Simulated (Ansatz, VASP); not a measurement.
**One calculation of SiGe, two programs**

File INCAR:

```
  ALGO = Normal
  EDIFF = 1E-6
  ENCUT = 520
  GGA = CA
  ISIF = 2
  ISMEAR = 0
  LASPH = T
  LCHARG = F
  LREAL = F
  LWAVE = F
  NBANDS = 26
  NELM = 80
  PREC = Accurate
  SIGMA = 0.03
```

The input KPOINTS:

```
k-points
0
Gamma
  12 12 6
```

The input POSCAR:

```
SiGe
1.0
    3.8347660222      0.0000000000      0.0000000000
   -1.9173830111      3.3210047928      0.0000000000
    0.0000000000      0.0000000000      6.3373575767
Si Ge
2 2
Direct
    0.6666666667      0.3333333333      0.8745031008
    0.3333333333      0.6666666667      0.3745031008
    0.6666666667      0.3333333333      0.4926769834
    0.3333333333      0.6666666667     -0.0073230166
```

Input for Ansatz:

```yaml
crystal:
  lattice:
    - [3.8347660222, 0.0, 0.0]
    - [-1.9173830111, 3.3210047928, 0.0]
    - [0.0, 0.0, 6.3373575767]
  atoms:
    - { symbol: Si, position: [0.6666666667, 0.3333333333, 0.8745031008] }
    - { symbol: Si, position: [0.3333333333, 0.6666666667, 0.3745031008] }
    - { symbol: Ge, position: [0.6666666667, 0.3333333333, 0.4926769834] }
    - { symbol: Ge, position: [0.3333333333, 0.6666666667, -0.0073230166] }
basis:
  ecutwfc: 420
kpoints:
  mp_grid: { grid: [12, 12, 6] }
hamiltonian:
  xc: lda
  pseudopotentials: { kind: paw, azcp: { folder: soft_1 } }
scf:
  occupations: { method: gaussian, width: 0.03 }
output:
  forces: true
  stress: true
  eigenvalues: true
```

Alike in both runs: task single point; functional LDA; k mesh 12 × 12 × 6; occupations gaussian, width 0.03 eV; no spin polarisation.

|  | VASP | Ansatz |
| --- | --- | --- |
| version | VASP 6.6.1 | Ansatz 0.2.0 |
| potentials or method | VASP PAW LDA potentials, release 64 (Si, Ge_d), cutoff 520 eV | scalar-relativistic, plane waves, PAW |
| valence electrons in the cell | 36 | 36 |

Ansatz gave:

```
gap on the k mesh at the Fermi level (eV)                     : 0.27
least direct gap on the mesh (eV)                             : 0.47
pressure (GPa)                                                : 2.6
traceless stress, the component that is largest in VASP (GPa) : -2.11
rms of the force components (eV/Å)                            : 0.355
```

Question: What did VASP give for the same quantities?

Answer: gap on the k mesh at the Fermi level (eV): 0.27; least direct gap on the mesh (eV): 0.48; pressure (GPa): 2.7; traceless stress, the component that is largest in VASP (GPa): -2.12; rms of the force components (eV/Å): 0.356.

Ansatz warns that its potentials were made for another functional, while VASP's fit it. LDA's correlation is that of Perdew and Zunger in VASP and of Perdew and Wang (1992) in Ansatz. Atom by atom the forces differ by 0.001 eV/Å (rms over components).
